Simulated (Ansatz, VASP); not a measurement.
BiTe in VASP and in Ansatz

```
Bi Te
1.0
     0.00000    3.25119    3.25119
     3.25119    0.00000    3.25119
     3.25119    3.25119    0.00000
Bi Te
1 1
Direct
  0.02035 0.02035 0.97965
  0.46667 0.46667 0.53333
```

Change from the starting cell: mode 6 frozen in at -0.217 Å, normal strain along z +0.0000.

Alike in both runs: task single point; functional PBE; k mesh 12 × 12 × 12; occupations gaussian, width 0.15 eV; no spin polarisation.

```csv
,VASP,Ansatz
version,VASP 6.6.1,Ansatz 0.2.0
potentials or method,"VASP PAW PBE potentials, release 64 (Bi_d, Te), cutoff 520 eV","scalar-relativistic, plane waves, PAW"
valence electrons in the cell,21,31
```

```tsv
	VASP	Ansatz	Ansatz less VASP
gap on the k mesh at the Fermi level (eV)	none	none	-
pressure (GPa)	2.1	2.2	+0.04
traceless stress, the component that is largest in VASP (GPa)	1.85	1.82	-0.032
rms of the force components (eV/Å)	0.566	0.561	-0.0048
```

Atom by atom the forces differ by 0.005 eV/Å (rms over components). A gap of «none» marks a metal or a gap that the smearing closes. With one functional, cell and mesh, what is left measures potentials, basis and numerics. VASP's potentials hold 21 valence electrons a cell and Ansatz's 31, so a difference there can come from the potentials and not from the codes.

Spin-orbit coupling is off throughout.
